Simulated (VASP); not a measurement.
Wanted: the native input for a VASP 6.6.1 run.

| Property | Result |
| --- | --- |
| Task | single point |
| Functional | PBE |
| Potentials or basis | VASP PAW PBE potentials, release 64 (O, H, F) |
| Cutoff | 520 eV |
| k mesh | 1 × 1 × 1 |
| Occupations | fermi-dirac, width 0.02 eV |
| Spin | no spin polarisation |
| Dipole correction | no |
| Further INCAR settings | ALGO = Normal; EDIFF = 1e-07; NBANDS = 33 |

The structure of H9O4F lies in POSCAR:

```
H9O4F
1.0
    5.5331330000      0.0000000000      0.0000000000
    0.0000000000      5.5331330000      0.0000000000
    0.0000000000      0.0000000000      5.5331330000
O H F
4 9 1
Direct
    0.2448160924      0.2119414082      0.6530477399
    0.1084376609      0.0122715286      0.0135908535
    0.6335651068     -0.1594575804     -0.1552827304
    1.0022892998      0.8531332972      0.5235370269
    0.1542525726      0.0713881268      0.5872622256
    0.3760798810      0.1480174071      0.7370507812
    0.1180705398     -0.0789787630      0.1745484882
    0.0554477906      0.1717291090      0.0402845910
    0.7760160473     -0.1155222548     -0.0481101756
    0.6154198715     -0.3312047623     -0.1646625881
    0.8549767374      0.9050026450      0.5996783378
    1.0514838519      0.7546176822      0.6615058774
    0.1026181731      0.3652361149      0.7900587244
    0.0095244412      0.4817523815      0.9122137494
```

One way to write it, as run:

INCAR

```
SYSTEM = H9O4F
ALGO = Normal ; EDIFF = 1E-7
ENCUT = 520 ; GGA = PE
ISIF = 2 ; ISMEAR = -1
LASPH = .True. ; LCHARG = .False.
LREAL = .False. ; LWAVE = .False.
NBANDS = 33 ; NELM = 100
PREC = Accurate ; SIGMA = 0.02
```

KPOINTS

```
k-points
0
Gamma
  1 1 1
  0 0 0
```

Potentials or basis: VASP PAW PBE potentials, release 64 (O, H, F).

Run with:

```console
$ cat potpaw_PBE.64/O/POTCAR potpaw_PBE.64/H/POTCAR potpaw_PBE.64/F/POTCAR > POTCAR
$ mpirun -np 1 vasp_gam > vasp.out
```

Results of the run:

| Quantity | Value |
| --- | --- |
| Pressure | 2.8 GPa |
| Largest force | 4.142 eV/Å |

Caveat: the k points lie up to 1.14 Å⁻¹ apart, too coarse for converged energies, forces and pressures; the atoms stand as in a frame of molecular dynamics.

Run time: 29 s on 1 thread of Intel Xeon 8259CL (shared host), peak memory 0.23 GiB.
